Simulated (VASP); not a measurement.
Set up this calculation in VASP 6.6.1, as the native input.

```yaml
Task: single point
Functional: PBEsol
Potentials_or_basis: VASP PAW PBE potentials, release 64 (V_sv)
Cutoff: 520 eV
k_mesh: 20 × 20 × 20
Occupations: gaussian, width 0.05 eV
Spin: collinear spin, ferromagnetic start
Starting_moments: "[0.05] μB"
Dipole_correction: no
Further_INCAR_settings: ALGO = Normal; EDIFF = 1e-07; NBANDS = 16
```

The structure of V lies in POSCAR:

```
V
1.0
   -1.4728035427      1.4728035427      1.4728035427
    1.4728035427     -1.4728035427      1.4728035427
    1.4728035427      1.4728035427     -1.4728035427
V
1
Direct
    0.0000000000      0.0000000000      0.0000000000
```

One way to write it, as run:

INCAR

```
PREC     = Accurate       # precision mode
ENCUT    = 520            # plane-wave cutoff, eV
EDIFF    = 1E-7           # SCF threshold, eV
ISMEAR   = 0              # smearing method
SIGMA    = 0.05           # smearing width, eV
LREAL    = F              # projectors in reciprocal space
LASPH    = T              # aspherical terms in the spheres
NELM     = 150            # most SCF steps
ALGO     = Normal         # electronic algorithm
ISIF     = 2              # what is computed and relaxed
LWAVE    = F              # write WAVECAR
LCHARG   = F              # write CHGCAR
ISPIN    = 2              # spin polarisation
MAGMOM   = 0.05           # initial moments
LORBIT   = 11             # projections on sites
LMAXMIX  = 4              # l up to which the mixer works
GGA      = PS             # functional
NBANDS   = 16             # bands
```

KPOINTS

```
regular mesh
0
Gamma
  20 20 20
```

Potentials or basis: VASP PAW PBE potentials, release 64 (V_sv).

Command:

```console
$ cat potpaw_PBE.64/V_sv/POTCAR > POTCAR
$ mpirun -np 1 vasp_std > vasp.out
```

It gave:

```yaml
Pressure: 2.9 GPa
Net_moment: 0.00 μB per cell
Valence_electrons_inside_the_program's_atomic_spheres: V 11.75
```

Caveat: the PAW data sets were made with another functional, which shifts forces and pressure a little.

It took 41 s on 1 thread of Intel(R) Xeon(R) 6975P-C (Granite Rapids), with other jobs on the host, peak memory 0.19 GiB.
